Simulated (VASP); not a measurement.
# SnTe (Fm-3m) in VASP: further runs

Aim: see how the results for SnTe move with the level of theory and the settings. Levels: PBE, r2SCAN. Tasks: single point.

Everything below comes from runs of VASP 6.6.1. Logs are shortened: lines on timing, memory, paths and dates and some standing lists are left out, and cuts for length are marked.

## (1) The cell of the first run

Symmetry: Fm-3m, No. 225, cubic system. The conventional cell has a = 6.263 Å, b = 6.263 Å, c = 6.263 Å, α = 90.00°, β = 90.00°, γ = 90.00°. Within 4.1 Å of Sn (site symmetry m-3m) lie 6 Te at 3.13 Å. Within 4.1 Å of Te (site symmetry m-3m) lie 6 Sn at 3.13 Å.

## (2) Single point, PBE (strain -1.8%)

File INCAR:

```
SYSTEM = SnTe
PREC = Accurate
ENCUT = 520
EDIFF = 1E-7
ISMEAR = -1
SIGMA = 0.02
LREAL = .FALSE.
LASPH = .TRUE.
NELM = 60
ALGO = Normal
ISIF = 2
LWAVE = .FALSE.
LCHARG = .TRUE.
GGA = PE
LELF = .TRUE.
LVHAR = .TRUE.
NBANDS = 17
```

File KPOINTS:

```
regular mesh
0
G
  8 8 8
  0 0 0
```

File POSCAR:

```
SnTe
1.0
    0.0000000000      3.1316031595      3.1316031595
    3.1316031595      0.0000000000      3.1316031595
    3.1316031595      3.1316031595      0.0000000000
Sn Te
1 1
Direct
    0.0000000000      0.0000000000      0.0000000000
    0.5000000000      0.5000000000      0.5000000000
```

Potentials or basis: VASP PAW PBE potentials, release 64 (Sn_d, Te).

On the command line:

```
$ cat potpaw_PBE.64/Sn_d/POTCAR potpaw_PBE.64/Te/POTCAR > POTCAR
$ mpirun -np 1 vasp_std > vasp.out
```

OUTCAR:

```text
SYSTEM = SnTe
   PREC = Accurate
   ENCUT = 520
   EDIFF = 1E-7
   ISMEAR = -1
   LREAL = .FALSE.
   LASPH = .TRUE.
   NELM = 60
   ISIF = 2
   GGA = PE

 ion  position               nearest neighbor table
   1  0.000  0.000  0.000-   2 3.13   2 3.13   2 3.13   2 3.13   2 3.13   2 3.13
   2  0.500  0.500  0.500-   1 3.13   1 3.13   1 3.13   1 3.13   1 3.13   1 3.13

  LATTYP: Found a face centered cubic cell.
 ALAT       =     6.2632063190

  Lattice vectors:

 A1 = (   0.0000000000,   3.1316031595,   3.1316031595)
 A2 = (   3.1316031595,   0.0000000000,   3.1316031595)
 A3 = (   3.1316031595,   3.1316031595,   0.0000000000)

Analysis of symmetry for initial positions (statically):
=====================================================================
 Subroutine PRICEL returns:
 Original cell was already a primitive cell.

 Routine SETGRP: Setting up the symmetry group for a
 face centered cubic supercell.

 Subroutine GETGRP returns: Found 48 space group operations
 (whereof 48 operations were pure point group operations)
 out of a pool of 48 trial point group operations.

The static configuration has the point symmetry O_h .

Analysis of symmetry for dynamics (positions and initial velocities):
=====================================================================
 Subroutine PRICEL returns:
 Original cell was already a primitive cell.

 Routine SETGRP: Setting up the symmetry group for a
 face centered cubic supercell.

 Subroutine GETGRP returns: Found 48 space group operations
 (whereof 48 operations were pure point group operations)
 out of a pool of 48 trial point group operations.

The dynamic configuration has the point symmetry O_h .

 Subroutine INISYM returns: Found 48 space group operations
 (whereof 48 operations are pure point group operations),
 and found     1 'primitive' translations

----------------------------------------------------------------------------------------

                                     Primitive cell

  volume of cell :      61.4229

  direct lattice vectors                    reciprocal lattice vectors
     0.000000000  3.131603160  3.131603160    -0.159662631  0.159662631  0.159662631
     3.131603160  0.000000000  3.131603160     0.159662631 -0.159662631  0.159662631
     3.131603160  3.131603160  0.000000000     0.159662631  0.159662631 -0.159662631

  length of vectors
     4.428755660  4.428755660  4.428755660     0.276543789  0.276543789  0.276543789

  position of ions in fractional coordinates (direct lattice)
     0.000000000  0.000000000  0.000000000
     0.500000000  0.500000000  0.500000000

  ion indices of the primitive-cell ions
   primitive index   ion index
                 1           1
                 2           2

----------------------------------------------------------------------------------------

 KPOINTS: regular mesh

Automatic generation of k-mesh.
 Grid dimensions read from file:
 generate k-points for:    8    8    8

 Generating k-lattice:

  Cartesian coordinates                     Fractional coordinates (reciprocal lattice)
    -0.019957829  0.019957829  0.019957829     0.125000000  0.000000000  0.000000000
     0.019957829 -0.019957829  0.019957829     0.000000000  0.125000000  0.000000000
     0.019957829  0.019957829 -0.019957829     0.000000000  0.000000000  0.125000000

  Length of vectors
     0.034567974  0.034567974  0.034567974

  Shift w.r.t. Gamma in fractional coordinates (k-lattice)
     0.000000000  0.000000000  0.000000000

 Subroutine IBZKPT returns following result:
 ===========================================

 Found     29 irreducible k-points:

 Following reciprocal coordinates:
            Coordinates               Weight
  0.000000  0.000000  0.000000      1.000000
  0.125000  0.000000  0.000000      8.000000
  0.250000  0.000000  0.000000      8.000000
  0.375000  0.000000  0.000000      8.000000
  0.500000  0.000000  0.000000      4.000000
  0.125000  0.125000  0.000000      6.000000
[... 16 lines left out ...]
  0.500000  0.250000  0.125000     48.000000
 -0.375000  0.250000  0.125000     24.000000
 [... further k-points ...]
   k-points           NKPTS =     29   k-points in BZ     NKDIM =     29   number of bands    NBANDS=     17
   number of dos      NEDOS =    301   number of ions     NIONS =      2
   total plane-waves  NPLWV =  46656
   dimension x,y,z NGX =    36 NGY =   36 NGZ =   36
   dimension x,y,z NGXF=    72 NGYF=   72 NGZF=   72
   ions per type =               1   1
   NGX,Y,Z   is equivalent  to a cutoff of  13.51, 13.51, 13.51 a.u.
   NGXF,Y,Z  is equivalent  to a cutoff of  27.03, 27.03, 27.03 a.u.
 SYSTEM =  SnTe
   PREC   = accura    normal or accurate (medium, high low for compatibility)
   ISTART =      0    job   : 0-new  1-cont  2-samecut
   ICHARG =      2    charge: 1-file 2-atom 10-const
   ISPIN  =      1    spin polarized calculation?
   LNONCOLLINEAR =      F non collinear calculations
   LSORBIT =      F    spin-orbit coupling
   LASPH  =      T    aspherical Exc in radial PAW
   ENCUT  =  520.0 eV  38.22 Ry    6.18 a.u.   8.23  8.23  8.23*2*pi/ulx,y,z
   NELM   =     60;   NELMIN=  2; NELMDL= -5     # of ELM steps
   EDIFF  = 0.1E-06   stopping-criterion for ELM
   LREAL  =      F    real-space projection
   EDIFFG = 0.1E-05   stopping-criterion for IOM
   NSW    =      0    number of steps for IOM
   IBRION =     -1    ionic relax: 0-MD 1-quasi-New 2-CG
   NFREE  =      0    steps in history (QN), initial steepest desc. (CG)
   ISIF   =      2    stress and relaxation
   ISYM   =      2    0-nonsym 1-usesym 2-fastsym
   POTIM  = 0.5000    time-step for ionic-motion
   TEBEG  =    0.0;   TEEND  =   0.0 temperature during run
   PSTRESS=    0.0 pullay stress
   NELECT =      20.0000    total number of electrons
   NUPDOWN=      -1.0000    fix difference up-down
   EMIN   =  10.00;   EMAX   =-10.00  energy-range for DOS
   EFERMI =   0.00;   METHOD = LEGACY
   ISMEAR =    -1;   SIGMA  =   0.02  broadening in eV -4-tet -1-fermi 0-gaus
   EFERMI_NEDOS =   21; number of points for ismear=-14 and -15
   IALGO  =     38    algorithm
   IMIX   =      4    mixing-type and parameters
     AMIX     =   0.40;   BMIX     =  1.00
     AMIX_MAG =   1.60;   BMIX_MAG =  1.00
  volume/ion in A,a.u.               =      30.71       207.25
  Fermi-wavevector in a.u.,A,eV,Ry     =   1.126267  2.128336 17.258689  1.268478
  Thomas-Fermi vector in A             =   2.262948
   LORBIT       =      0    0 simple, 1 ext, 2 COOP (PROOUT), +10 PAW based schemes
   GGA     = PE    functional components
   LHFCALC =     F    Hartree Fock is set to
   AEXX    =    0.0000 exact exchange contribution
   IVDW    =     0    specifies the selected vdW correction
   LEPSILON=     F    determine dielectric tensor
   LRPA    =     F    only Hartree local field effects (RPA)
 non-spin polarized calculation
  energy-cutoff  :      520.00
  volume of cell :       61.42
 maximum number of plane-waves:      1676
 NGX is ok and might be reduce to    36
   NGX = 17   NGY = 17   NGZ = 17

 number of electron      19.9999997 magnetization

 Free energy of the ion-electron system (eV)
  ---------------------------------------------------
  ext. energy  EPLUGINS =         0.00000000
  ---------------------------------------------------
  free energy    TOTEN  =        -7.52127295 eV

  energy without entropy =       -7.52120721  energy(sigma->0) =       -7.52124008

 E-fermi :   7.2658     XC(G=0):  -9.5783

 val. band max:        7.1897409118   @ k =   0.5000   0.0000   0.0000
 cond. band min:       7.3418011721   @ k =   0.5000   0.0000   0.0000
 fundamental gap:      0.1520602603
 Fermi energy:         7.2657691088

 k-point     1 :       0.0000    0.0000    0.0000
  band No.  band energies     occupation
      1     -14.7269      2.00000
      2     -14.7269      2.00000
      3     -14.7199      2.00000
      4     -14.7199      2.00000
      5     -14.7199      2.00000
      6      -5.7522      2.00000
[... 9 lines left out ...]
     16      11.9058      0.00000
     17      13.9604      0.00000

 k-point     2 :       0.1250    0.0000    0.0000
  band No.  band energies     occupation
      1     -14.7275      2.00000
      2     -14.7275      2.00000
      3     -14.7196      2.00000
      4     -14.7189      2.00000
      5     -14.7189      2.00000
      6      -5.6169      2.00000
[... 9 lines left out ...]
     16      12.2332      0.00000
     17      15.0352      0.00000

 k-point     3 :       0.2500    0.0000    0.0000
  band No.  band energies     occupation
      1     -14.7295      2.00000
      2     -14.7295      2.00000
      3     -14.7190      2.00000
      4     -14.7163      2.00000
      5     -14.7163      2.00000
      6      -5.2348      2.00000
[... 9 lines left out ...]
     16      13.1339      0.00000
     17      17.0568      0.00000

 k-point     4 :       0.3750    0.0000    0.0000
  band No.  band energies     occupation
      1     -14.7317      2.00000
      2     -14.7317      2.00000
      3     -14.7184      2.00000
      4     -14.7135      2.00000
      5     -14.7135      2.00000
      6      -4.7181      2.00000
[... 9 lines left out ...]
     16      14.5297      0.00000
     17      17.6079      0.00000

 k-point     5 :       0.5000    0.0000    0.0000
  band No.  band energies     occupation
      1     -14.7326      2.00000
      2     -14.7326      2.00000
      3     -14.7182      2.00000
      4     -14.7123      2.00000
      5     -14.7123      2.00000
      6      -4.4220      2.00000
[... 9 lines left out ...]
     16      16.0479      0.00000
     17      16.0479      0.00000

 k-point     6 :       0.1250    0.1250    0.0000
  band No.  band energies     occupation
      1     -14.7293      2.00000
      2     -14.7261      2.00000
      3     -14.7205      2.00000
      4     -14.7183      2.00000
      5     -14.7183      2.00000
      6      -5.5721      2.00000
[... 9 lines left out ...]
     16      12.7846      0.00000
     17      14.2325      0.00000

 k-point     7 :       0.2500    0.1250    0.0000
  band No.  band energies     occupation
      1     -14.7318      2.00000
      2     -14.7265      2.00000
      3     -14.7204      2.00000
      4     -14.7164      2.00000
      5     -14.7158      2.00000
      6      -5.2729      2.00000
[... 9 lines left out ...]
     16      13.7327      0.00000
     17      15.4150      0.00000

 k-point     8 :       0.3750    0.1250    0.0000
  band No.  band energies     occupation
      1     -14.7339      2.00000
      2     -14.7287      2.00000
      3     -14.7191      2.00000
      4     -14.7145      2.00000
      5     -14.7130      2.00000
      6      -4.7947      2.00000
[... 9 lines left out ...]
     16      15.1004      0.00000
     17      17.2742      0.00000
[... 203 lines left out ...]
      1     -14.7440      2.00000
      2     -14.7231      2.00000
      3     -14.7228      2.00000
      4     -14.7094      2.00000
      5     -14.7089      2.00000
      6      -4.1627      2.00000
[... 9 lines left out ...]
     16      16.7877      0.00000
     17      17.2271      0.00000

 k-point    20 :      -0.3750    0.3750    0.0000
  band No.  band energies     occupation
      1     -14.7413      2.00000
      2     -14.7258      2.00000
      3     -14.7199      2.00000
      4     -14.7112      2.00000
      5     -14.7098      2.00000
      6      -4.0628      2.00000
[... 9 lines left out ...]
     16      15.6002      0.00000
     17      17.9139      0.00000

 k-point    21 :       0.5000    0.5000    0.0000
  band No.  band energies     occupation
      1     -14.7462      2.00000
      2     -14.7241      2.00000
      3     -14.7217      2.00000
      4     -14.7081      2.00000
      5     -14.7081      2.00000
      6      -4.1025      2.00000
[... 9 lines left out ...]
     16      17.8250      0.00000
     17      18.3456      0.00000

 k-point    22 :       0.3750    0.2500    0.1250
  band No.  band energies     occupation
      1     -14.7345      2.00000
      2     -14.7269      2.00000
      3     -14.7202      2.00000
      4     -14.7143      2.00000
      5     -14.7138      2.00000
      6      -4.9237      2.00000
[... 9 lines left out ...]
     16      15.3202      0.00000
     17      15.4990      0.00000

 k-point    23 :       0.5000    0.2500    0.1250
  band No.  band energies     occupation
      1     -14.7359      2.00000
      2     -14.7286      2.00000
      3     -14.7184      2.00000
      4     -14.7136      2.00000
      5     -14.7119      2.00000
      6      -4.4718      2.00000
[... 9 lines left out ...]
     16      15.4924      0.00000
     17      16.8410      0.00000

 k-point    24 :      -0.3750    0.2500    0.1250
  band No.  band energies     occupation
      1     -14.7362      2.00000
      2     -14.7296      2.00000
      3     -14.7167      2.00000
      4     -14.7144      2.00000
      5     -14.7109      2.00000
      6      -4.2293      2.00000
[... 9 lines left out ...]
     16      16.6149      0.00000
     17      16.7189      0.00000

 [... further k-points ...]
[... 5 lines left out ...]
  --------------------------------------------------------------------------------------
  -------------------------------------------------------------------------------------
  Total        1.2444731      1.2444731      1.2444731      0.0000000      0.0000000      0.0000000
  in kB       32.4613010     32.4613010     32.4613010      0.0000000      0.0000000      0.0000000
  external PRESSURE =      32.4613010 kB  Pullay stress =       0.0000000 kB

 VOLUME and BASIS-vectors are now :
 -----------------------------------------------------------------------------
  energy-cutoff  :      520.00
  volume of cell :       61.42
      direct lattice vectors                 reciprocal lattice vectors
     0.000000000  3.131603160  3.131603160    -0.159662631  0.159662631  0.159662631
     3.131603160  0.000000000  3.131603160     0.159662631 -0.159662631  0.159662631
     3.131603160  3.131603160  0.000000000     0.159662631  0.159662631 -0.159662631

 POSITION                                       TOTAL-FORCE (eV/Angst)
 -----------------------------------------------------------------------------------
      0.00000      0.00000      0.00000        -0.000000      0.000000      0.000000
      3.13160      3.13160      3.13160         0.000000     -0.000000     -0.000000
 -----------------------------------------------------------------------------------
    total drift:                               -0.000000      0.000000      0.000000

  FREE ENERGIE OF THE ION-ELECTRON SYSTEM (eV)
  ---------------------------------------------------
  free  energy   TOTEN  =        -7.5212729536 eV

  energy  without entropy=       -7.5212072144  energy(sigma->0) =       -7.52124008
```

It took 22 s on 1 thread of Intel Xeon Platinum 8559C (Emerald Rapids), shared host; peak memory 0.21 GiB.

What came out:

```yaml
Free_energy: -7.5213 eV
Pressure: 3.2 GPa
Band_gap_on_the_k_mesh: 0.15 eV, direct
```

Caveat: the cell differs from its parent crystal (strain -1.8%); spin-orbit coupling is left out, which moves the levels of the heavy elements. A k mesh can miss the band edges.

## (3) Single point, r2SCAN (strain -1.8%)

POSCAR is that of step 2.

File INCAR.step1:

```
PREC = Accurate
ENCUT = 520
ISMEAR = 0
SIGMA = 0.01
LREAL = F
LASPH = T
NELM = 80
NBANDS = 17
GGA = PE
ALGO = Normal
EDIFF = 1E-4
LWAVE = T
LCHARG = F
```

File INCAR.step2:

```
PREC = Accurate
ENCUT = 520
EDIFF = 1E-7
ISMEAR = 0
SIGMA = 0.01
LREAL = F
LASPH = T
NELM = 80
ALGO = Normal
ISIF = 2
LWAVE = F
LCHARG = F
METAGGA = R2SCAN
LMIXTAU = T
NBANDS = 17
ISTART = 1
```

File KPOINTS:

```
Automatic mesh
0
Gamma
  8 8 8
```

Potentials or basis: VASP PAW PBE potentials, release 64 (Sn_d, Te).

On the command line:

```
$ cat potpaw_PBE.64/Sn_d/POTCAR potpaw_PBE.64/Te/POTCAR > POTCAR
$ cp INCAR.step1 INCAR
$ mpirun -np 1 vasp_std > vasp.out
$ cp INCAR.step2 INCAR
$ mpirun -np 1 vasp_std > vasp.out
```

Wall time 79 s (1 thread of Intel Xeon Platinum 8559C (Emerald Rapids), shared host); peak memory 0.22 GiB.

Results (log left out):

| Property | Result |
| --- | --- |
| Free energy | -50.6597 eV |
| Pressure | 2.5 GPa |
| Band gap on the k mesh | 0.03 eV, direct |

Levels at points of the mesh, in eV from the valence-band top:
```csv
k point,band 6,band 7,band 8,band 9,band 10,band 11,band 12,band 13,band 14,band 15
"(0.00, 0.00, 0.00)",-13.76,-4.76,-2.65,-2.65,-2.65,3.37,3.37,3.37,4.82,4.82
"(0.50, 0.00, 0.00)",-12.34,-9.03,-2.28,-2.28,0.00,0.03,0.13,0.13,8.16,9.07
"(0.50, 0.50, 0.00)",-12.00,-6.89,-6.23,-4.33,-4.33,2.13,5.10,5.10,6.76,9.12
```

Caveat: the cell differs from its parent crystal (strain -1.8%); the PAW data sets were made with another functional, which shifts forces and pressure a little; spin-orbit coupling is left out, which moves the levels of the heavy elements. A k mesh can miss the band edges.
